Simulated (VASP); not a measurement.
# SnO2 (P1) in VASP: further runs

Runs on SnO2. Level: PBE. Tasks: single point.

Everything below comes from runs of VASP 6.6.1. Logs are shortened: lines on timing, memory, paths and dates and some standing lists are left out, and cuts for length are marked.

**1. The cell of the first run**

The typed cell holds 6 atoms: a = 4.827 Å, b = 4.828 Å, c = 3.238 Å, α = 90.00°, β = 90.00°, γ = 90.00°.

**2. Single point, PBE**

Contents of INCAR:

```
SYSTEM = SnO2
PREC = Accurate
ENCUT = 520
EDIFF = 1E-6
ISMEAR = 0
SIGMA = 0.05
LREAL = .False.
LASPH = .True.
NELM = 80
ALGO = Normal
ISIF = 2
LWAVE = .False.
LCHARG = .False.
GGA = PE
NBANDS = 35
```

Contents of KPOINTS:

```
regular mesh
0
Gamma
  6 6 8
  0 0 0
```

Contents of POSCAR:

```
SnO2
1.0
    4.8265176357      0.0000000000      0.0000000000
    0.0000000000      4.8283676035      0.0000000000
    0.0000000000      0.0000000000      3.2381666599
Sn O
2 4
Direct
    0.4826343101      0.4826491521      0.4551282864
   -0.0173656899     -0.0173508479     -0.0448717136
    0.3064962475      0.3066616298      0.0000000000
    0.8064962475      0.1933383702      0.5000000000
    0.1935037525      0.8066616298      0.5000000000
    0.6935037525      0.6933383702      0.0000000000
```

Potentials or basis: VASP PAW PBE potentials, release 64 (Sn_d, O).

Command:

```console
> cat potpaw_PBE.64/Sn_d/POTCAR potpaw_PBE.64/O/POTCAR > POTCAR
> mpirun -np 1 vasp_std > vasp.out
```

OUTCAR:

```text
SYSTEM = SnO2
   PREC = Accurate
   ENCUT = 520
   EDIFF = 1E-6
   ISMEAR = 0
   LREAL = .False.
   LASPH = .True.
   NELM = 80
   ISIF = 2
   GGA = PE

 ion  position               nearest neighbor table
   1  0.483  0.483  0.455-   3 1.90   6 2.06   4 2.10   5 2.10   3 2.13   6 2.28
   2  0.983  0.983  0.955-   6 1.98   4 1.98   5 1.98   4 2.21   5 2.21   3 2.22
   3  0.306  0.307  0.000-   1 1.90   1 2.13   2 2.22
   4  0.806  0.193  0.500-   2 1.98   1 2.10   2 2.21
   5  0.194  0.807  0.500-   2 1.98   1 2.10   2 2.21
   6  0.694  0.693  0.000-   2 1.98   1 2.06   1 2.28

  LATTYP: Found a simple orthorhombic cell.
 ALAT       =     3.2381666599
 B/A-ratio  =     1.4905093353
 C/A-ratio  =     1.4910806362

  Lattice vectors:

 A1 = (   0.0000000000,   0.0000000000,   3.2381666599)
 A2 = (   4.8265176357,   0.0000000000,   0.0000000000)
 A3 = (   0.0000000000,   4.8283676035,   0.0000000000)

Analysis of symmetry for initial positions (statically):
=====================================================================
 Subroutine PRICEL returns:
 Original cell was already a primitive cell.

 Routine SETGRP: Setting up the symmetry group for a
 simple orthorhombic supercell.

 Subroutine GETGRP returns: Found  1 space group operations
 (whereof  1 operations were pure point group operations)
 out of a pool of  8 trial point group operations.

The static configuration has the point symmetry C_1 .

Analysis of symmetry for dynamics (positions and initial velocities):
=====================================================================
 Subroutine PRICEL returns:
 Original cell was already a primitive cell.

 Routine SETGRP: Setting up the symmetry group for a
 simple orthorhombic supercell.

 Subroutine GETGRP returns: Found  1 space group operations
 (whereof  1 operations were pure point group operations)
 out of a pool of  8 trial point group operations.

The dynamic configuration has the point symmetry C_1 .

 Subroutine INISYM returns: Found  1 space group operations
 (whereof  1 operations are pure point group operations),
 and found     1 'primitive' translations

----------------------------------------------------------------------------------------

                                     Primitive cell

  volume of cell :      75.4629

  direct lattice vectors                    reciprocal lattice vectors
     4.826517636  0.000000000  0.000000000     0.207188718  0.000000000  0.000000000
     0.000000000  4.828367604  0.000000000     0.000000000  0.207109334  0.000000000
     0.000000000  0.000000000  3.238166660     0.000000000  0.000000000  0.308816718

  length of vectors
     4.826517636  4.828367604  3.238166660     0.207188718  0.207109334  0.308816718

  position of ions in fractional coordinates (direct lattice)
     0.482634310  0.482649152  0.455128286
     0.982634310  0.982649152  0.955128286
     0.306496248  0.306661630  0.000000000
     0.806496248  0.193338370  0.500000000
     0.193503752  0.806661630  0.500000000
     0.693503752  0.693338370  0.000000000

  ion indices of the primitive-cell ions
   primitive index   ion index
                 1           1
                 2           2
                 3           3
                 4           4
                 5           5
                 6           6

----------------------------------------------------------------------------------------

 KPOINTS: regular mesh

Automatic generation of k-mesh.
 Grid dimensions read from file:
 generate k-points for:    6    6    8

 Generating k-lattice:

  Cartesian coordinates                     Fractional coordinates (reciprocal lattice)
     0.034531453  0.000000000  0.000000000     0.166666667  0.000000000  0.000000000
     0.000000000  0.034518222  0.000000000     0.000000000  0.166666667  0.000000000
     0.000000000  0.000000000  0.038602090     0.000000000  0.000000000  0.125000000

  Length of vectors
     0.034531453  0.034518222  0.038602090

  Shift w.r.t. Gamma in fractional coordinates (k-lattice)
     0.000000000  0.000000000  0.000000000

 Subroutine IBZKPT returns following result:
 ===========================================

 Found    148 irreducible k-points:

 Following reciprocal coordinates:
            Coordinates               Weight
  0.000000  0.000000  0.000000      1.000000
  0.166667  0.000000  0.000000      2.000000
  0.333333  0.000000  0.000000      2.000000
  0.500000  0.000000  0.000000      1.000000
  0.000000  0.166667  0.000000      2.000000
  0.166667  0.166667  0.000000      2.000000
[... 16 lines left out ...]
 -0.166667  0.000000  0.125000      2.000000
  0.333333  0.000000  0.125000      2.000000
 [... further k-points ...]
   k-points           NKPTS =    148   k-points in BZ     NKDIM =    148   number of bands    NBANDS=     35
   number of dos      NEDOS =    301   number of ions     NIONS =      6
   total plane-waves  NPLWV =  31104
   dimension x,y,z NGX =    36 NGY =   36 NGZ =   24
   dimension x,y,z NGXF=    72 NGYF=   72 NGZF=   48
   ions per type =               2   4
   NGX,Y,Z   is equivalent  to a cutoff of  12.40, 12.40, 12.32 a.u.
   NGXF,Y,Z  is equivalent  to a cutoff of  24.80, 24.79, 24.64 a.u.
 SYSTEM =  SnO2
   PREC   = accura    normal or accurate (medium, high low for compatibility)
   ISTART =      0    job   : 0-new  1-cont  2-samecut
   ICHARG =      2    charge: 1-file 2-atom 10-const
   ISPIN  =      1    spin polarized calculation?
   LNONCOLLINEAR =      F non collinear calculations
   LSORBIT =      F    spin-orbit coupling
   LASPH  =      T    aspherical Exc in radial PAW
   ENCUT  =  520.0 eV  38.22 Ry    6.18 a.u.   8.97  8.98  6.02*2*pi/ulx,y,z
   NELM   =     80;   NELMIN=  2; NELMDL= -5     # of ELM steps
   EDIFF  = 0.1E-05   stopping-criterion for ELM
   LREAL  =      F    real-space projection
   EDIFFG = 0.1E-04   stopping-criterion for IOM
   NSW    =      0    number of steps for IOM
   IBRION =     -1    ionic relax: 0-MD 1-quasi-New 2-CG
   NFREE  =      0    steps in history (QN), initial steepest desc. (CG)
   ISIF   =      2    stress and relaxation
   ISYM   =      2    0-nonsym 1-usesym 2-fastsym
   POTIM  = 0.5000    time-step for ionic-motion
   TEBEG  =    0.0;   TEEND  =   0.0 temperature during run
   PSTRESS=    0.0 pullay stress
   NELECT =      52.0000    total number of electrons
   NUPDOWN=      -1.0000    fix difference up-down
   EMIN   =  10.00;   EMAX   =-10.00  energy-range for DOS
   EFERMI =   0.00;   METHOD = LEGACY
   ISMEAR =     0;   SIGMA  =   0.05  broadening in eV -4-tet -1-fermi 0-gaus
   EFERMI_NEDOS =   21; number of points for ismear=-14 and -15
   IALGO  =     38    algorithm
   IMIX   =      4    mixing-type and parameters
     AMIX     =   0.40;   BMIX     =  1.00
     AMIX_MAG =   1.60;   BMIX_MAG =  1.00
  volume/ion in A,a.u.               =      12.58        84.87
  Fermi-wavevector in a.u.,A,eV,Ry     =   1.445988  2.732522 28.448182  2.090882
  Thomas-Fermi vector in A             =   2.564108
   LORBIT       =      0    0 simple, 1 ext, 2 COOP (PROOUT), +10 PAW based schemes
   GGA     = PE    functional components
   LHFCALC =     F    Hartree Fock is set to
   AEXX    =    0.0000 exact exchange contribution
   IVDW    =     0    specifies the selected vdW correction
   LEPSILON=     F    determine dielectric tensor
   LRPA    =     F    only Hartree local field effects (RPA)
 non-spin polarized calculation
 Gauss-broadening in eV      SIGMA  =   0.05
  energy-cutoff  :      520.00
  volume of cell :       75.46
 maximum number of plane-waves:      2060
   NGX = 17   NGY = 17   NGZ = 13

 number of electron      51.9999979 magnetization

 Free energy of the ion-electron system (eV)
  ---------------------------------------------------
  ext. energy  EPLUGINS =         0.00000000
  ---------------------------------------------------
  free energy    TOTEN  =       -36.73752836 eV

  energy without entropy =      -36.73752836  energy(sigma->0) =      -36.73752836

 E-fermi :   5.7092     XC(G=0): -10.9673

 val. band max:        5.4857809349   @ k =   0.0000   0.0000   0.0000
 cond. band min:       6.1892206603   @ k =   0.0000   0.0000   0.0000
 fundamental gap:      0.7034397254
 Fermi energy:         5.7092266177

 k-point     1 :       0.0000    0.0000    0.0000
  band No.  band energies     occupation
      1     -15.5654      2.00000
      2     -14.9765      2.00000
      3     -14.7312      2.00000
      4     -14.7201      2.00000
      5     -14.6489      2.00000
      6     -14.5556      2.00000
[... 27 lines left out ...]
     34      17.2965      0.00000
     35      17.6401      0.00000

 k-point     2 :       0.1667    0.0000    0.0000
  band No.  band energies     occupation
      1     -15.5320      2.00000
      2     -15.0127      2.00000
      3     -14.7547      2.00000
      4     -14.7142      2.00000
      5     -14.6438      2.00000
      6     -14.5663      2.00000
[... 27 lines left out ...]
     34      17.3499      0.00000
     35      17.6886      0.00000

 k-point     3 :       0.3333    0.0000    0.0000
  band No.  band energies     occupation
      1     -15.4368      2.00000
      2     -15.1246      2.00000
      3     -14.7822      2.00000
      4     -14.7123      2.00000
      5     -14.6318      2.00000
      6     -14.5852      2.00000
[... 27 lines left out ...]
     34      17.5740      0.00000
     35      17.7414      0.00000
[... 723 lines left out ...]
 k-point    23 :      -0.1667    0.0000    0.1250
  band No.  band energies     occupation
      1     -15.4831      2.00000
      2     -15.0115      2.00000
      3     -14.8581      2.00000
      4     -14.7557      2.00000
      5     -14.6213      2.00000
      6     -14.5652      2.00000
[... 27 lines left out ...]
     34      17.3148      0.00000
     35      17.5190      0.00000

 k-point    24 :       0.3333    0.0000    0.1250
  band No.  band energies     occupation
      1     -15.3860      2.00000
      2     -15.1517      2.00000
      3     -14.8725      2.00000
      4     -14.7400      2.00000
      5     -14.6128      2.00000
      6     -14.5661      2.00000
[... 27 lines left out ...]
     34      17.6016      0.00000
     35      17.7051      0.00000

 [... further k-points ...]

------------------------ aborting loop because EDIFF is reached ----------------------------------------

  FORCE on cell =-STRESS in cart. coord.  units (eV):
  Direction    XX          YY          ZZ          XY          YZ          ZX
  --------------------------------------------------------------------------------------
  -------------------------------------------------------------------------------------
  Total        1.8652625      1.8540935      3.0784921      0.8877748      0.8660758      0.8678898
  in kB       39.6020009     39.3648674     65.3604754     18.8486378     18.3879397     18.4264529
  external PRESSURE =      48.1091146 kB  Pullay stress =       0.0000000 kB

 VOLUME and BASIS-vectors are now :
 -----------------------------------------------------------------------------
  energy-cutoff  :      520.00
  volume of cell :       75.46
      direct lattice vectors                 reciprocal lattice vectors
     4.826517636  0.000000000  0.000000000     0.207188718  0.000000000  0.000000000
     0.000000000  4.828367604  0.000000000     0.000000000  0.207109334  0.000000000
     0.000000000  0.000000000  3.238166660     0.000000000  0.000000000  0.308816718

 POSITION                                       TOTAL-FORCE (eV/Angst)
 -----------------------------------------------------------------------------------
      2.32944      2.33041      1.47378         1.454130      1.454478      2.978748
      4.74270      4.74459      3.09286         0.929259      0.928462      2.538157
      1.47931      1.48068      0.00000        -1.436808     -1.436850     -2.281906
      3.89257      0.93351      1.61908        -0.332564      0.376026     -1.301460
      0.93395      3.89486      1.61908         0.375353     -0.332202     -1.300816
      3.34721      3.34769      0.00000        -0.989371     -0.989914     -0.632723
 -----------------------------------------------------------------------------------
    total drift:                                0.000855      0.000837      0.000135

  FREE ENERGIE OF THE ION-ELECTRON SYSTEM (eV)
  ---------------------------------------------------
  free  energy   TOTEN  =       -36.7375283555 eV

  energy  without entropy=      -36.7375283555  energy(sigma->0) =      -36.73752836
```

It took 7.4 min on 1 thread of Oxide Virtual Turin-like, shared host; peak memory 0.36 GiB.

What came out:

```yaml
Free_energy: -36.7375 eV
Pressure: 4.8 GPa
Largest_force: 3.620 eV/Å
Band_gap_on_the_k_mesh: 0.70 eV
```

Forces in eV/Å, atoms in the order of the input:
```
Sn   1.454  1.454  2.979
Sn   0.929  0.928  2.538
O   -1.437 -1.437 -2.282
O   -0.333  0.376 -1.301
O    0.375 -0.332 -1.301
O   -0.989 -0.990 -0.633
```

Levels at points of the mesh, in eV from the valence-band top:
```tsv
k point	band 22	band 23	band 24	band 25	band 26	band 27	band 28	band 29	band 30	band 31
(0.00, 0.00, 0.00)	-1.24	-1.17	-0.71	-0.67	0.00	0.70	5.47	6.22	6.26	9.90
(0.50, 0.00, 0.00)	-1.87	-1.22	-1.06	-0.66	-0.51	3.84	3.87	6.85	6.94	10.30
(0.00, 0.50, 0.00)	-1.87	-1.22	-1.06	-0.66	-0.51	3.85	3.87	6.86	6.95	10.30
(0.50, 0.50, 0.00)	-1.85	-1.25	-1.23	-0.86	-0.84	4.17	4.21	7.26	7.29	10.55
(0.00, 0.00, 0.50)	-2.45	-1.58	-1.49	-1.16	-1.15	5.53	5.57	9.30	9.36	10.22
(0.50, 0.00, 0.50)	-1.65	-1.02	-0.98	-0.74	-0.71	5.75	5.79	7.68	7.80	10.55
(0.00, 0.50, 0.50)	-1.65	-1.02	-0.99	-0.74	-0.71	5.75	5.79	7.68	7.80	10.55
(0.50, 0.50, 0.50)	-2.21	-1.02	-0.89	-0.75	-0.66	4.32	4.41	8.60	8.68	10.42
```

Caveat: the cell differs from its parent crystal (all Sn atoms moved +0.188 Å, as atom 1 towards its neighbour atom 3 (O) at 2.089 Å); the cell stands under pressure; semilocal functionals underestimate gaps, and a narrow one can read as zero; spin-orbit coupling is left out, which moves the levels of the heavy elements; forces of over 1 eV/Å act on the atoms, so gaps and moduli don't describe the material at rest.

**3. Single point, PBE**

Contents of INCAR:

```
SYSTEM = SnO2
  PREC = Accurate
  ENCUT = 520
  EDIFF = 1E-6
  ISMEAR = 0
  SIGMA = 0.05
  LREAL = .False.
  LASPH = .True.
  NELM = 60
  ALGO = Normal
  ISIF = 2
  LWAVE = .False.
  LCHARG = .False.
  GGA = PE
  NBANDS = 35
```

KPOINTS is that of step 2.

POSCAR: that of step 2 with these lines changed.

```diff
@@ -8,4 +8,4 @@
 Direct
-    0.4826343101      0.4826491521      0.4551282864
-   -0.0173656899     -0.0173508479     -0.0448717136
+    0.4884228734      0.4884327680      0.4700855243
+   -0.0115771266     -0.0115672320     -0.0299144757
     0.3064962475      0.3066616298      0.0000000000
```

Potentials or basis: VASP PAW PBE potentials, release 64 (Sn_d, O).

Command:

```console
> cat potpaw_PBE.64/Sn_d/POTCAR potpaw_PBE.64/O/POTCAR > POTCAR
> mpirun -np 1 vasp_std > vasp.out
```

It took 7.7 min on 1 thread of Oxide Virtual Turin-like, shared host; peak memory 0.36 GiB.

The run converged. Its results:

```
Free energy            : -37.0627 eV
Pressure               : 2.4 GPa
Largest force          : 2.200 eV/Å
Band gap on the k mesh : 0.68 eV
```

Forces on the atoms (eV/Å):
```
Sn   0.868  0.868  1.826
Sn   0.617  0.616  1.697
O   -0.850 -0.850 -1.260
O   -0.157  0.172 -0.858
O    0.172 -0.157 -0.858
O   -0.650 -0.650 -0.547
```

Stress tensor (GPa, compression positive):
```
2.01 0.83 0.81
0.83 1.99 0.81
0.81 0.81 3.29
```

Levels at points of the mesh, in eV from the valence-band top:
| k point | band 23 | band 24 | band 25 | band 26 | band 27 | band 28 | band 29 | band 30 |
| --- | --- | --- | --- | --- | --- | --- | --- | --- |
| (0.00, 0.00, 0.00) | -1.22 | -0.72 | -0.71 | 0.00 | 0.68 | 5.58 | 6.13 | 6.16 |
| (0.50, 0.00, 0.00) | -1.23 | -1.12 | -0.65 | -0.55 | 3.86 | 3.88 | 6.82 | 6.87 |
| (0.00, 0.50, 0.00) | -1.23 | -1.12 | -0.65 | -0.55 | 3.86 | 3.88 | 6.83 | 6.87 |
| (0.50, 0.50, 0.00) | -1.29 | -1.28 | -0.86 | -0.85 | 4.22 | 4.24 | 7.20 | 7.21 |
| (0.00, 0.00, 0.50) | -1.55 | -1.51 | -1.17 | -1.17 | 5.56 | 5.58 | 9.34 | 9.35 |
| (0.50, 0.00, 0.50) | -1.02 | -1.00 | -0.75 | -0.73 | 5.80 | 5.82 | 7.64 | 7.69 |
| (0.00, 0.50, 0.50) | -1.02 | -1.00 | -0.75 | -0.73 | 5.80 | 5.82 | 7.64 | 7.69 |
| (0.50, 0.50, 0.50) | -0.97 | -0.91 | -0.77 | -0.72 | 4.33 | 4.38 | 8.60 | 8.65 |

Caveat: the cell differs from its parent crystal (all Sn atoms moved +0.125 Å, as atom 1 towards its neighbour atom 3 (O) at 2.089 Å); semilocal functionals underestimate gaps, and a narrow one can read as zero; spin-orbit coupling is left out, which moves the levels of the heavy elements; forces of over 1 eV/Å act on the atoms, so gaps and moduli don't describe the material at rest.
